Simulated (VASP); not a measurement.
Wanted: the native input for a VASP 6.6.1 run.

```yaml
Task: single point
Functional: PBE
Potentials_or_basis: VASP PAW PBE potentials, release 64 (Dy_3, Ag, H), 4f in core
Cutoff: 500 eV
k_mesh: 10 × 10 × 12
Occupations: gaussian, width 0.1 eV
Spin: no spin polarisation
Dipole_correction: no
Further_INCAR_settings: ALGO = Normal; EDIFF = 1e-06; NBANDS = 19
```

The structure of DyAgH2 lies in POSCAR:

```
DyAgH2
1.0
    3.9446570368      0.0000000000      0.0000000000
    0.0000000000      3.9446570368      0.0000000000
    0.0000000000      0.0000000000      3.2340875370
Dy Ag H
1 1 2
Direct
    0.0000000000      0.0000000000      0.0000000000
    0.5000000000      0.5000000000      0.5000000000
    0.0000000000      0.5000000000      0.5000000000
    0.5000000000      0.0000000000      0.5000000000
```

The cell was generated, and may not be a known phase.

One way to write it, as run:

INCAR

```
ALGO = Normal
EDIFF = 1E-6
ENCUT = 500
GGA = PE
GGA_COMPAT = False
ISIF = 2
ISMEAR = 0
LASPH = True
LCHARG = False
LMAXMIX = 6
LREAL = False
LWAVE = False
NBANDS = 19
NELM = 200
PREC = Accurate
SIGMA = 0.1
```

KPOINTS

```
k-points
0
Gamma
  10 10 12
```

Potentials or basis: VASP PAW PBE potentials, release 64 (Dy_3, Ag, H), 4f in core.

Launch:

```sh
$ cat potpaw_PBE.64/Dy_3/POTCAR potpaw_PBE.64/Ag/POTCAR potpaw_PBE.64/H/POTCAR > POTCAR
$ mpirun -np 1 vasp_std > vasp.out
```

Results of the run:

```
Pressure               : 0.3 GPa
Band gap on the k mesh : zero (bands 11 and 12 overlap by 1.81 eV)
```

Caveat: spin-orbit coupling is left out, which moves the levels of the heavy elements; the 4f electrons are frozen in the core, so they carry no moment and show no levels.

Run time: 98 s on 1 thread of AMD EPYC 7R13 Processor (Zen 3), with other jobs on the host, peak memory 0.25 GiB.
